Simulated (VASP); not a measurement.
Set up this calculation in VASP 6.6.1, as the native input.

```yaml
Task: single point
Functional: PBE
Potentials_or_basis: VASP PAW PBE potentials, release 64 (Ge_d)
Cutoff: 520 eV
k_mesh: 8 × 4 × 4
Occupations: gaussian, width 0.2 eV
Spin: no spin polarisation
Dipole_correction: no
Further_INCAR_settings: ALGO = Normal; EDIFF = 1e-06; NBANDS = 36
```

The structure of Ge lies in POSCAR:

```
Ge
1.0
    0.0000000000      2.7109458118      0.0000000000
    0.0000000000      0.0000000000      5.4217165232
    5.4218916236      0.0000000000      0.0000000000
Ge
4
Direct
    0.5000000000      0.2500000000      0.2500000000
    0.5000000000      0.7500000000      0.2500000000
    0.5000000000      0.2500000000      0.7500000000
    0.5000000000      0.7500000000      0.7500000000
```

One way to write it, as run:

INCAR

```
PREC     = Accurate       # precision mode
ENCUT    = 520            # plane-wave cutoff, eV
EDIFF    = 1E-6           # SCF threshold, eV
ISMEAR   = 0              # smearing method
SIGMA    = 0.2            # smearing width, eV
LREAL    = F              # projectors in reciprocal space
LASPH    = T              # aspherical terms in the spheres
NELM     = 100            # most SCF steps
ALGO     = Normal         # electronic algorithm
ISIF     = 2              # what is computed and relaxed
LWAVE    = F              # write WAVECAR
LCHARG   = F              # write CHGCAR
GGA      = PE             # functional
NBANDS   = 36             # bands
```

KPOINTS

```
Automatic mesh
0
Gamma
  8 4 4
```

Potentials or basis: VASP PAW PBE potentials, release 64 (Ge_d).

Launch:

```sh
$ cat potpaw_PBE.64/Ge_d/POTCAR > POTCAR
$ mpirun -np 1 vasp_std > vasp.out
```

It gave:

* Pressure: 1.0 GPa
* Band gap on the k mesh: zero (band 28 reaches 7.24 eV, above the bottom of band 29 at 4.50 eV)

Wall time 37 s on 1 thread of AMD EPYC 9R45 (Zen 5), on a shared host, peak memory 0.2 GiB.
